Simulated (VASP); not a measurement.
A run of VASP 6.6.1:

INCAR

```
  PREC = Accurate
  ENCUT = 520
  EDIFF = 1E-6
  ISMEAR = 0
  SIGMA = 0.1
  LREAL = False
  LASPH = True
  NELM = 60
  ALGO = Normal
  ISIF = 2
  LWAVE = False
  LCHARG = True
  GGA = PE
  LELF = True
  LVHAR = True
  NBANDS = 50
```

The input KPOINTS:

```
regular mesh
0
Gamma
  6 6 2
```

POSCAR

```
ZrGe4Mo
1.0
    3.1085683435     -0.0000000029      0.0000000000
   -1.5542841692      2.6920991563      0.0000000000
    0.0000000000      0.0000000000     12.9203039160
Zr Ge Mo
1 4 1
Direct
    0.6666666667      0.3333333333      0.5000000000
    0.3333333333      0.6666666667      0.6784635220
    0.0000000000      0.0000000000      0.8492704453
    0.0000000000      0.0000000000      0.1507295547
    0.3333333333      0.6666666667      0.3215364780
    0.6666666667      0.3333333333      0.0000000000
```

Potentials or basis: VASP PAW PBE potentials, release 64 (Zr_sv, Ge_d, Mo_sv).

Command:

```bash
$ cat potpaw_PBE.64/Zr_sv/POTCAR potpaw_PBE.64/Ge_d/POTCAR potpaw_PBE.64/Mo_sv/POTCAR > POTCAR
$ mpirun -np 1 vasp_std > vasp.out
```

Hardware: 1 thread of Intel(R) Xeon(R) Platinum 8488C (Sapphire Rapids) (shared host).

Question: How long does it take, and how much memory?

Answer: Wall time 76 s on 1 thread of Intel(R) Xeon(R) Platinum 8488C (Sapphire Rapids), with other jobs on the host, peak memory 0.25 GiB. Counts: scf iterations 16, k points 14.
